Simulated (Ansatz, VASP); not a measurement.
MgZr2O3 in VASP and in Ansatz

Contents of INCAR:

```
SYSTEM = MgZr2O3
PREC = Accurate ; ENCUT = 600
EDIFF = 1E-6 ; ISMEAR = 0
SIGMA = 0.15 ; LREAL = .FALSE.
LASPH = .TRUE. ; NELM = 80
ALGO = Normal ; ISIF = 3
LWAVE = .FALSE. ; LCHARG = .FALSE.
GGA = PE ; IBRION = 2
NSW = 36 ; EDIFFG = -0.08
```

File KPOINTS:

```
regular mesh
0
G
  3 3 2
  0 0 0
```

The input POSCAR:

```
MgZr2O3
1.0
    2.8350000000     -4.9100000000      0.0000000000
    2.8350000000      4.9100000000      0.0000000000
   -1.8926848900      0.0000000000      5.3447772500
Mg Zr O
2 4 6
Direct
    0.8330000000      0.1670000000      0.0000000000
    0.1670000000      0.8330000000      0.0000000000
    0.0000000000      0.0000000000      0.5000000000
    0.3390000000      0.6610000000      0.5000000000
    0.6610000000      0.3390000000      0.5000000000
    0.5000000000      0.5000000000      0.0000000000
    0.0670000000      0.4250000000      0.7770000000
    0.5750000000      0.9330000000      0.2230000000
    0.4250000000      0.0670000000      0.7770000000
    0.9330000000      0.5750000000      0.2230000000
    0.7810000000      0.7810000000      0.7730000000
    0.2190000000      0.2190000000      0.2270000000
```

Input for Ansatz:

```yaml
crystal:
  lattice:
    - [2.835, -4.91, 0.0]
    - [2.835, 4.91, 0.0]
    - [-1.89268489, 0.0, 5.34477725]
  atoms:
    - { symbol: Mg, position: [0.833, 0.167, 0.0] }
    - { symbol: Mg, position: [0.167, 0.833, 0.0] }
    - { symbol: Zr, position: [0.0, 0.0, 0.5] }
    - { symbol: Zr, position: [0.339, 0.661, 0.5] }
    - { symbol: Zr, position: [0.661, 0.339, 0.5] }
    - { symbol: Zr, position: [0.5, 0.5, 0.0] }
    - { symbol: O, position: [0.067, 0.425, 0.777] }
    - { symbol: O, position: [0.575, 0.933, 0.223] }
    - { symbol: O, position: [0.425, 0.067, 0.777] }
    - { symbol: O, position: [0.933, 0.575, 0.223] }
    - { symbol: O, position: [0.781, 0.781, 0.773] }
    - { symbol: O, position: [0.219, 0.219, 0.227] }
basis:
  ecutwfc: 420
kpoints:
  mp_grid: { grid: [3, 3, 2] }
hamiltonian:
  xc: pbe
scf:
  occupations: { method: gaussian, width: 0.15 }
  lower_state_search: "off"
output:
  forces: true
  stress: true
  eigenvalues: true
relax:
  adjacent_minimum: "off"
  f_tol: 0.08
  max_steps: 16
  cell: { stress_tol: 0.8 }
```

Alike in both runs: task relaxation of cell and atoms; functional PBE; k mesh 3 × 3 × 2; occupations gaussian, width 0.15 eV; no spin polarisation.

|  | VASP | Ansatz |
| --- | --- | --- |
| version | VASP 6.6.1 | Ansatz 0.2.0 |
| potentials or method | VASP PAW PBE potentials, release 64 (Mg, Zr_sv, O), cutoff 600 eV | scalar-relativistic, plane waves, PAW |
| valence electrons in the cell | 88 | 104 |

```tsv
	VASP	Ansatz	Ansatz less VASP
gap on the k mesh at the Fermi level, each at its own relaxed structure (eV)	none	none	-
relaxed volume (Å³/atom)	11.39	11.42	+0.032
relaxed length of the cell vector where the two differ most in proportion (Å)	5.359	5.368	+0.0088
```

A gap of «none» marks a metal or a gap that the smearing closes. VASP's potentials hold 88 valence electrons a cell and Ansatz's 104, so a difference there can come from the potentials and not from the codes.

The k mesh is coarse, so the values compare programs but aren't converged.
